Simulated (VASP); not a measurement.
Runs of VASP 6.6.1 on BiTe. The structure is that of space group Fm-3m (No. 225), or close to it. The cells are those of the table. 

| task | cell | k mesh | cutoff (eV) | gap on the mesh (eV) | pressure (GPa) |
| --- | --- | --- | --- | --- | --- |
| single point | a = 4.456 Å, angles 60.0°, 2 atoms | 12 × 12 × 12 | 520 | none | 5.4 |
| relaxation of cell and atoms | relaxed to 50 GPa from a = 4.078 Å, angles 60.0°, 2 atoms | 12 × 12 × 12 | 600 | none | 50.0 |
| single point | a = 4.632 Å, angles 60.0°, 2 atoms | 12 × 12 × 12 | 520 | none | (b) |
| single point | a = 3.829 Å, angles 60.0°, 2 atoms | 14 × 14 × 14 | 520 | none | (c) |
| single point | a = 4.567 Å, angles 60.0°, 2 atoms | 12 × 12 × 12 | 520 | none | 0.9 |
| single point | a = 4.643 Å, angles 60.0°, 2 atoms | 12 × 12 × 12 | 520 | none | -1.4 |
| single point | a = 4.746 Å, angles 60.0°, 2 atoms | 12 × 12 × 12 | 520 | none | -3.6 |
| single point | a = 4.689 Å, angles 60.0°, 2 atoms | 12 × 12 × 12 | 520 | none | -2.5 |
| single point | a = 4.007 Å, angles 60.0°, 2 atoms | 12 × 12 × 12 | 520 | none | 50.0 |
| single point | a = 4.488 Å, angles 60.0°, 2 atoms | 12 × 12 × 12 | 520 | none | 4.0 |
| relaxation of cell and atoms | relaxed to 25 GPa from a = 4.228 Å, angles 60.0°, 2 atoms | 12 × 12 × 12 | 600 | none | 25.0 |
| single point | a = 4.565 Å, angles 60.0°, 2 atoms | 12 × 12 × 12 | 520 | none | (a) |

Alike in all rows: level PBE; potentials or basis VASP PAW PBE potentials, release 64 (Bi_d, Te); no spin polarisation; smearing gaussian 0.1 eV.

Fill in the values left out.

(a) 1.0; (b) -1.1; (c) 90.2.

Caveats: spin-orbit coupling is left out, which moves the levels of the heavy elements; the cell stands under pressure (at least some runs); the cell is relaxed towards a set pressure, so the run minimises the enthalpy, not the energy (at least some runs); the cell stands under tension (at least some runs).

A k mesh can miss the band edges, and the runs leave out spin-orbit coupling on Bi, Te.

A gap of «none» marks levels without a gap at the run's occupations.
